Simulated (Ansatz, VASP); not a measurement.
One calculation of Al, two programs

Contents of INCAR:

```
SYSTEM = Al
  PREC = Accurate
  ENCUT = 520
  EDIFF = 1E-6
  ISMEAR = 0
  SIGMA = 0.15
  LREAL = .False.
  LASPH = .True.
  NELM = 100
  ALGO = Normal
  ISIF = 2
  LWAVE = .False.
  LCHARG = .True.
  GGA = PE
  IVDW = 12
  LELF = .True.
  LVHAR = .True.
  NBANDS = 14
```

File KPOINTS:

```
Automatic mesh
0
Gamma
  18 18 4
  0 0 0
```

Contents of POSCAR:

```
Al
1.0
    2.7750000000      0.0000000000      0.0000000000
   -1.3875000000      2.4032204955      0.0000000000
    0.0000000000      0.0000000000      8.8418000000
Al
4
Direct
    0.0000000000      0.0000000000      0.0000000000
    0.3333333333      0.6666666667      0.2500000000
    0.0000000000      0.0000000000      0.5000000000
    0.6666666667      0.3333333333      0.7500000000
```

Input for Ansatz:

```yaml
crystal:
  lattice:
    - [2.775, 0.0, 0.0]
    - [-1.3875, 2.4032204955, 0.0]
    - [0.0, 0.0, 8.8418]
  atoms:
    - { symbol: Al, position: [0.0, 0.0, 0.0] }
    - { symbol: Al, position: [0.3333333333, 0.6666666667, 0.25] }
    - { symbol: Al, position: [0.0, 0.0, 0.5] }
    - { symbol: Al, position: [0.6666666667, 0.3333333333, 0.75] }
basis:
  ecutwfc: 420
kpoints:
  mp_grid: { grid: [18, 18, 4] }
hamiltonian:
  xc: pbe
  pseudopotentials: { kind: paw, azcp: { folder: soft_1 } }
  dispersion: d3bj
scf:
  occupations: { method: gaussian, width: 0.15 }
output:
  forces: true
  stress: true
  eigenvalues: true
```

Alike in both runs: task single point; functional PBE; dispersion D3(BJ); k mesh 18 × 18 × 4; occupations gaussian, width 0.15 eV; no spin polarisation.

|  | VASP | Ansatz |
| --- | --- | --- |
| version | VASP 6.6.1 | Ansatz 0.2.0 |
| potentials or method | VASP PAW PBE potentials, release 64 (Al), cutoff 520 eV | scalar-relativistic, plane waves, PAW |
| valence electrons in the cell | 12 | 12 |

```csv
,VASP,Ansatz,Ansatz less VASP
gap on the k mesh at the Fermi level (eV),none,none,-
pressure (GPa),7.3,7.3,0.00
"traceless stress, the component that is largest in VASP (GPa)",2.21,2.21,-0.002
```

A gap of «none» marks a metal or a gap that the smearing closes.
